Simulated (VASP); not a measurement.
Input of a VASP 6.6.1 run:

File INCAR:

```
SYSTEM = Si
ALGO = Normal ; EDIFF = 1E-6
ENCUT = 520 ; GGA = PS
ISIF = 2 ; ISMEAR = 0
LASPH = .TRUE. ; LCHARG = .FALSE.
LREAL = .FALSE. ; LWAVE = .FALSE.
NBANDS = 16 ; NELM = 100
PREC = Accurate ; SIGMA = 0.01
```

File KPOINTS:

```
k-points
0
G
  9 9 6
  0 0 0
```

The input POSCAR:

```
Si
1.0
    3.8438634368      0.0000000000      0.0000000000
   -1.9219317184      3.3288833850      0.0000000000
    0.0000000000      0.0000000000      6.3057763848
Si
4
Direct
    0.3333333333      0.6666666667     -0.0005373733
    0.6666666667      0.3333333333      0.4994626267
    0.3333333333      0.6666666667      0.3745373733
    0.6666666667      0.3333333333      0.8745373733
```

Potentials or basis: VASP PAW PBE potentials, release 64 (Si).

The run is started by

```sh
$ cat potpaw_PBE.64/Si/POTCAR > POTCAR
$ mpirun -np 1 vasp_std > vasp.out
```

(1) What does it give for the pressure?

(2) Estimate the band gap on the k mesh.

## Answers

(1) -0.5 GPa.

(2) 0.32 eV, indirect (least direct gap 0.87 eV).

Caveat: the cell differs from its parent crystal (strained cell); the PAW data sets were made with another functional, which shifts forces and pressure a little.
